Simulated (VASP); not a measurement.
# ZnS (F-43m) in VASP: a series of runs

Aim: see how the results for ZnS move with the level of theory and the settings. Levels: PBE, LDA+U. Tasks: single point.

Program: VASP 6.6.1. These are calculated values, not measurements. Logs are shortened: lines on timing, memory, paths and dates and some standing lists are left out, and cuts for length are marked.

## (1) The cell of the first run

It takes space group F-43m (No. 216, cubic). Conventional cell: a = 5.387 Å, b = 5.387 Å, c = 5.387 Å, α = 90.00°, β = 90.00°, γ = 90.00°. Zn (site symmetry -43m) has 4 S at 2.33 Å within 3.1 Å. S (site symmetry -43m) has 4 Zn at 2.33 Å within 3.1 Å.

## (2) Single point, PBE

Contents of INCAR:

```
  PREC = Accurate
  ENCUT = 500
  EDIFF = 1E-6
  ISMEAR = 1
  SIGMA = 0.27211386245988
  LREAL = False
  LASPH = True
  NELM = 120
  ALGO = Normal
  ISIF = 2
  LWAVE = False
  LCHARG = False
  GGA = PE
  ISYM = 0
  NBANDS = 16
  GGA_COMPAT = False
```

Contents of KPOINTS:

```
Automatic mesh
0
Gamma
  1 1 6
  0 0 0.5
```

Contents of POSCAR:

```
ZnS
1.0
    0.0000000000      2.6936828773      2.6936828773
    2.6936828773      0.0000000000      2.6936828773
    2.6936828773      2.6936828773      0.0000000000
Zn S
1 1
Direct
    0.0000000000      0.0000000000      0.0000000000
    0.2500000000      0.2500000000      0.2500000000
```

Potentials or basis: VASP PAW PBE potentials, release 64 (Zn, S).

On the command line:

```console
$ cat potpaw_PBE.64/Zn/POTCAR potpaw_PBE.64/S/POTCAR > POTCAR
$ mpirun -np 1 vasp_std > vasp.out
```

OUTCAR:

```text
PREC = Accurate
   ENCUT = 500
   EDIFF = 1E-6
   ISMEAR = 1
   LREAL = False
   LASPH = True
   NELM = 120
   ISIF = 2
   GGA = PE
   ISYM = 0

 ion  position               nearest neighbor table
   1  0.000  0.000  0.000-   2 2.33   2 2.33   2 2.33   2 2.33
   2  0.250  0.250  0.250-   1 2.33   1 2.33   1 2.33   1 2.33

IMPORTANT INFORMATION: All symmetrisations will be switched off!
NOSYMM: (Re-)initialisation of all symmetry stuff for point group C_1.

----------------------------------------------------------------------------------------

                                     Primitive cell

  volume of cell :      39.0903

  direct lattice vectors                    reciprocal lattice vectors
     0.000000000  2.693682877  2.693682877    -0.185619474  0.185619474  0.185619474
     2.693682877  0.000000000  2.693682877     0.185619474 -0.185619474  0.185619474
     2.693682877  2.693682877  0.000000000     0.185619474  0.185619474 -0.185619474

  length of vectors
     3.809442858  3.809442858  3.809442858     0.321502361  0.321502361  0.321502361

  position of ions in fractional coordinates (direct lattice)
     0.000000000  0.000000000  0.000000000
     0.250000000  0.250000000  0.250000000

  ion indices of the primitive-cell ions
   primitive index   ion index
                 1           1
                 2           2

----------------------------------------------------------------------------------------

 KPOINTS: Automatic mesh

Automatic generation of k-mesh.
 Grid dimensions read from file:
 generate k-points for:    1    1    6

 Generating k-lattice:

  Cartesian coordinates                     Fractional coordinates (reciprocal lattice)
    -0.185619474  0.185619474  0.185619474     1.000000000  0.000000000  0.000000000
     0.185619474 -0.185619474  0.185619474     0.000000000  1.000000000  0.000000000
     0.030936579  0.030936579 -0.030936579     0.000000000  0.000000000  0.166666667

  Length of vectors
     0.321502361  0.321502361  0.053583727

  Shift w.r.t. Gamma in fractional coordinates (k-lattice)
     0.000000000  0.000000000  0.500000000

 -----------------------------------------------------------------------------
|                                                                             |
|           W    W    AA    RRRRR   N    N  II  N    N   GGGG   !!!           |
|           W    W   A  A   R    R  NN   N  II  NN   N  G    G  !!!           |
|           W    W  A    A  R    R  N N  N  II  N N  N  G       !!!           |
|           W WW W  AAAAAA  RRRRR   N  N N  II  N  N N  G  GGG   !            |
|           WW  WW  A    A  R   R   N   NN  II  N   NN  G    G                |
[... 48 lines left out ...]
   NFREE  =      0    steps in history (QN), initial steepest desc. (CG)
   ISIF   =      2    stress and relaxation
   ISYM   =      0    0-nonsym 1-usesym 2-fastsym
   POTIM  = 0.5000    time-step for ionic-motion
   TEBEG  =    0.0;   TEEND  =   0.0 temperature during run
   PSTRESS=    0.0 pullay stress
   NELECT =      18.0000    total number of electrons
   NUPDOWN=      -1.0000    fix difference up-down
   EMIN   =  10.00;   EMAX   =-10.00  energy-range for DOS
   EFERMI =   0.00;   METHOD = LEGACY
   ISMEAR =     1;   SIGMA  =   0.27  broadening in eV -4-tet -1-fermi 0-gaus
   EFERMI_NEDOS =   21; number of points for ismear=-14 and -15
   IALGO  =     38    algorithm
   IMIX   =      4    mixing-type and parameters
     AMIX     =   0.40;   BMIX     =  1.00
     AMIX_MAG =   1.60;   BMIX_MAG =  1.00
  volume/ion in A,a.u.               =      19.55       131.90
  Fermi-wavevector in a.u.,A,eV,Ry     =   1.264181  2.388955 21.744194  1.598153
  Thomas-Fermi vector in A             =   2.397499
   LORBIT       =      0    0 simple, 1 ext, 2 COOP (PROOUT), +10 PAW based schemes
   GGA     = PE    functional components
   LHFCALC =     F    Hartree Fock is set to
   AEXX    =    0.0000 exact exchange contribution
   IVDW    =     0    specifies the selected vdW correction
   LEPSILON=     F    determine dielectric tensor
   LRPA    =     F    only Hartree local field effects (RPA)
 non-spin polarized calculation
 Methfessel and Paxton  Order N= 1 SIGMA  =   0.27
  energy-cutoff  :      500.00
  volume of cell :       39.09
 maximum number of plane-waves:       990
 NGX is ok and might be reduce to    28
   NGX = 13   NGY = 13   NGZ = 13

 number of electron      18.0000006 magnetization

 Free energy of the ion-electron system (eV)
  ---------------------------------------------------
  ext. energy  EPLUGINS =         0.00000000
  ---------------------------------------------------
  free energy    TOTEN  =        -0.82300965 eV

  energy without entropy =       -0.83436600  energy(sigma->0) =       -0.82679510

 E-fermi :   3.1984     XC(G=0):  -9.4328

 val. band max:        2.9708317552   @ k =   0.0000   0.0000   0.0833
 cond. band min:       5.2770116786   @ k =   0.0000   0.0000   0.0833
 fundamental gap:      2.3061799234
 Fermi energy:         3.1983869389

 k-point     1 :       0.0000    0.0000    0.0833
  band No.  band energies     occupation
      1     -10.1421      2.00000
      2      -4.1258      2.00000
      3      -4.0496      2.00000
      4      -4.0496      2.00000
      5      -3.6540      2.00000
      6      -3.6540      2.00000
[... 34 lines left out ...]
      3      -3.9457      2.00000
      4      -3.6936      2.00000
      5      -3.6412      2.00000
      6      -3.6412      2.00000
[... 8 lines left out ...]
     15      15.2333      0.00000
     16      15.2333      0.00000

------------------------ aborting loop because EDIFF is reached ----------------------------------------

  FORCE on cell =-STRESS in cart. coord.  units (eV):
  Direction    XX          YY          ZZ          XY          YZ          ZX
  --------------------------------------------------------------------------------------
  -------------------------------------------------------------------------------------
  Total        7.3947655      7.3947681      7.3947408     -1.8459132      1.8455625      1.8455712
  in kB      303.0858047    303.0859112    303.0847942    -75.6575820     75.6432083     75.6435650
  external PRESSURE =     303.0855034 kB  Pullay stress =       0.0000000 kB

 VOLUME and BASIS-vectors are now :
 -----------------------------------------------------------------------------
  energy-cutoff  :      500.00
  volume of cell :       39.09
      direct lattice vectors                 reciprocal lattice vectors
     0.000000000  2.693682877  2.693682877    -0.185619474  0.185619474  0.185619474
     2.693682877  0.000000000  2.693682877     0.185619474 -0.185619474  0.185619474
     2.693682877  2.693682877  0.000000000     0.185619474  0.185619474 -0.185619474

 POSITION                                       TOTAL-FORCE (eV/Angst)
 -----------------------------------------------------------------------------------
      0.00000      0.00000      0.00000        -1.156387     -1.156390      1.156419
      1.34684      1.34684      1.34684         1.156387      1.156390     -1.156419
 -----------------------------------------------------------------------------------
    total drift:                               -0.000102     -0.000101      0.000042

  FREE ENERGIE OF THE ION-ELECTRON SYSTEM (eV)
  ---------------------------------------------------
  free  energy   TOTEN  =        -0.8230096475 eV

  energy  without entropy=       -0.8343659990  energy(sigma->0) =       -0.82679510
```

It took 7.2 s on 1 thread of Intel Xeon Platinum 8259CL at 2.50GHz (Skylake/Cascade Lake), shared host; peak memory 0.14 GiB.

The run converged, but its numbers aren't listed here, since they failed a check.

Caveat: the k points lie up to 2.02 Å⁻¹ apart.

## (3) Single point, LDA+U

Contents of INCAR:

```
SYSTEM = ZnS
PREC = Accurate
ENCUT = 500
EDIFF = 1E-6
ISMEAR = 0
SIGMA = 0.1
LREAL = .FALSE.
LASPH = .TRUE.
NELM = 200
ALGO = Normal
ISIF = 2
LWAVE = .FALSE.
LCHARG = .FALSE.
LDAU = .TRUE.
LDAUTYPE = 1
LDAUL = 2 -1
LDAUU = 6.6 0
LDAUJ = 0.37 0
LDAUPRINT = 1
NBANDS = 16
GGA_COMPAT = .FALSE.
```

Contents of KPOINTS:

```
Automatic mesh
0
G
  2 2 2
  0 0 0
```

POSCAR is that of step 2.

Potentials or basis: VASP PAW LDA potentials, release 64 (Zn, S).

On the command line:

```console
$ cat potpaw_LDA.64/Zn/POTCAR potpaw_LDA.64/S/POTCAR > POTCAR
$ mpirun -np 1 vasp_std > vasp.out
```

Run time: 3.9 s. Hardware: 1 thread of Intel Xeon Platinum 8259CL at 2.50GHz (Skylake/Cascade Lake), shared host; peak memory 0.13 GiB.

The run converged. Its results:

```
Free energy            : -6.4968 eV
Pressure               : -0.4 GPa
Band gap on the k mesh : 2.12 eV, direct
```

Levels at points of the mesh, in eV from the valence-band top:
```
           k point  band 5  band 6  band 7  band 8  band 9  band 10  band 11  band 12  band 13  band 14
(0.00, 0.00, 0.00)   -8.67   -8.67    0.00    0.00    0.00     2.12     6.37     6.37     6.37    11.36
(0.50, 0.00, 0.00)   -8.66   -8.38   -5.24   -0.79   -0.79     3.23     6.72     6.72     8.68    11.99
(0.50, 0.50, 0.00)   -8.61   -8.25   -4.82   -2.09   -2.09     3.01     3.85    11.01    11.97    11.97
```

Eigenvalues of the final occupation matrices:
| site | spin | trace | eigenvalues |
| --- | --- | --- | --- |
| site 1 d | 1 | 4.98 | 0.98 0.98 1.00 1.00 1.00 |
| site 1 d | 2 | 4.98 | 0.98 0.98 1.00 1.00 1.00 |

Caveat: the k points lie up to 1.01 Å⁻¹ apart.

## (4) Single point, PBE

This run uses another cell than the first one, of 20.24 Å³/atom, 1.036 times its volume.

Contents of INCAR:

```
  PREC = Accurate
  ENCUT = 500
  EDIFF = 1E-6
  ISMEAR = 1
  SIGMA = 0.048
  LREAL = F
  LASPH = T
  NELM = 120
  ALGO = Normal
  ISIF = 2
  LWAVE = F
  LCHARG = T
  GGA = PE
  LELF = T
  LVHAR = T
  NBANDS = 16
  GGA_COMPAT = F
```

Contents of KPOINTS:

```
Automatic mesh
0
Gamma
  4 4 4
```

Contents of POSCAR:

```
ZnS
1.0
    0.0000000000      2.7254445542      2.7254445542
    2.7254445542      0.0000000000      2.7254445542
    2.7254445542      2.7254445542      0.0000000000
Zn S
1 1
Direct
    0.0000000000      0.0000000000      0.0000000000
    0.2500000000      0.2500000000      0.2500000000
```

Potentials or basis: VASP PAW PBE potentials, release 64 (Zn, S).

On the command line:

```console
$ cat potpaw_PBE.64/Zn/POTCAR potpaw_PBE.64/S/POTCAR > POTCAR
$ mpirun -np 1 vasp_std > vasp.out
```

It took 14 s on 1 thread of Intel Xeon Platinum 8259CL at 2.50GHz (Skylake/Cascade Lake), shared host; peak memory 0.15 GiB.

The run converged. Its results:

```
Free energy            : -6.8073 eV
Pressure               : 0.2 GPa
Band gap on the k mesh : 1.99 eV, direct
```

Levels at points of the mesh, in eV from the valence-band top:
```
           k point  band 7  band 8  band 9  band 10  band 11  band 12
(0.00, 0.00, 0.00)    0.00    0.00    0.00     1.99     6.40     6.40
(0.50, 0.00, 0.00)   -5.13   -0.83   -0.83     3.25     6.92     6.92
(0.50, 0.50, 0.00)   -4.47   -2.13   -2.13     3.45     4.06    10.80
```

Caveat: the k points lie up to 0.50 Å⁻¹ apart.
